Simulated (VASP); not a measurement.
A run of VASP 6.6.1:

The input INCAR:

```
PREC     = Accurate       # precision mode
ENCUT    = 520            # plane-wave cutoff, eV
EDIFF    = 1E-7           # SCF threshold, eV
ISMEAR   = 0              # smearing method
SIGMA    = 0.1            # smearing width, eV
LREAL    = False          # projectors in reciprocal space
LASPH    = True           # aspherical terms in the spheres
NELM     = 80             # most SCF steps
ALGO     = Normal         # electronic algorithm
ISIF     = 2              # what is computed and relaxed
LWAVE    = False          # write WAVECAR
LCHARG   = False          # write CHGCAR
GGA      = PE             # functional
NBANDS   = 32             # bands
```

The input KPOINTS:

```
regular mesh
0
Gamma
  9 9 8
```

File POSCAR:

```
SiSe3
1.0
    5.9895126740      0.0000000000      0.0000000000
   -2.9947563370      5.1870701320      0.0000000000
    0.0000000000      0.0000000000      5.2404771575
Si Se
2 6
Direct
    0.3333333333      0.6666666667      0.2500000000
    0.6666666667      0.3333333333      0.7500000000
    0.8218361575      0.6436723150      0.2500000000
    0.1781638425      0.8218361575      0.7500000000
    0.3563276850      0.1781638425      0.2500000000
    0.1781638425      0.3563276850      0.7500000000
    0.8218361575      0.1781638425      0.2500000000
    0.6436723150      0.8218361575      0.7500000000
```

Potentials or basis: VASP PAW PBE potentials, release 64 (Si, Se).

The run is started by

```bash
$ cat potpaw_PBE.64/Si/POTCAR potpaw_PBE.64/Se/POTCAR > POTCAR
$ mpirun -np 1 vasp_std > vasp.out
```

Hardware: 1 thread of Intel(R) Xeon(R) Platinum 8175M CPU @ 2.50GHz (Skylake/Cascade Lake), with other jobs on the host.

Question: Estimate the wall time of this run.

Answer: Run time: 4.6 min on 1 thread of Intel(R) Xeon(R) Platinum 8175M CPU @ 2.50GHz (Skylake/Cascade Lake), with other jobs on the host, peak memory 0.42 GiB. Counts: scf iterations 14, k points 60.
